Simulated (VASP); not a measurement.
Wanted: the native input for a VASP 6.6.1 run.

| Item | Value |
| --- | --- |
| Task | single point |
| Functional | PBE |
| Potentials or basis | VASP PAW PBE potentials, release 64 (Ti_sv, Br, Se) |
| Cutoff | 520 eV |
| k mesh | 2 × 2 × 1 |
| Occupations | fermi-dirac, width 0.02 eV |
| Spin | no spin polarisation |
| Dipole correction | no |
| Further INCAR settings | ALGO = Normal; EDIFF = 1e-07; NBANDS = 67 |

The structure of Ti4SeBr8 lies in POSCAR:

```
Ti4SeBr8
1.0
    7.2580000000      0.0000000000      0.0000000000
   -3.6290000000      6.2856120000      0.0000000000
    0.0000000000      0.0000000000     17.8690000000
Ti Br Se
4 8 1
Direct
    0.0000000000      0.0000000000      0.0559628407
   -0.0000004773      0.4999990454      0.0559628407
    0.5000000000      0.0000000000      0.0559628407
    0.4999995227      0.4999990454      0.0559628407
    0.2084734287      0.3638468299      0.1439140411
    0.1200116236     -0.2828205114      0.3732665510
    0.1664140688      0.8560025659      0.1429626728
    0.1490002442      0.2053578872      0.3462197101
    0.6872806252      0.3860244635      0.1472326375
    0.6029464105     -0.0614259996      0.4459119145
    0.6650751490      0.8221315601      0.1522077341
    0.7393534943      0.5917959938      0.3233365046
   -0.1004860134      0.2848091801      0.4062902233
```

One way to write it, as run:

INCAR

```
SYSTEM = Ti4SeBr8
  PREC = Accurate
  ENCUT = 520
  EDIFF = 1E-7
  ISMEAR = -1
  SIGMA = 0.02
  LREAL = .False.
  LASPH = .True.
  NELM = 80
  ALGO = Normal
  ISIF = 2
  LWAVE = .False.
  LCHARG = .False.
  GGA = PE
  NBANDS = 67
```

KPOINTS

```
Automatic mesh
0
Gamma
  2 2 1
  0 0 0
```

Potentials or basis: VASP PAW PBE potentials, release 64 (Ti_sv, Br, Se).

Launch:

```console
$ cat potpaw_PBE.64/Ti_sv/POTCAR potpaw_PBE.64/Br/POTCAR potpaw_PBE.64/Se/POTCAR > POTCAR
$ mpirun -np 1 vasp_std > vasp.out
```

Results of the run:

* Largest force: 1.570 eV/Å
* Band gap on the k mesh: zero (bands 55 and 56 overlap by 0.10 eV)

Caveat: the k points lie up to 0.50 Å⁻¹ apart; there is no dipole correction, which matters where the two faces differ; semilocal functionals often make such compounds metallic where correlation or magnetic order opens a gap, which also shifts bond lengths.

Wall time 24 min on 1 thread of Intel(R) Xeon(R) Platinum 8259CL CPU @ 2.50GHz (Skylake/Cascade Lake), on a shared host, peak memory 0.9 GiB.
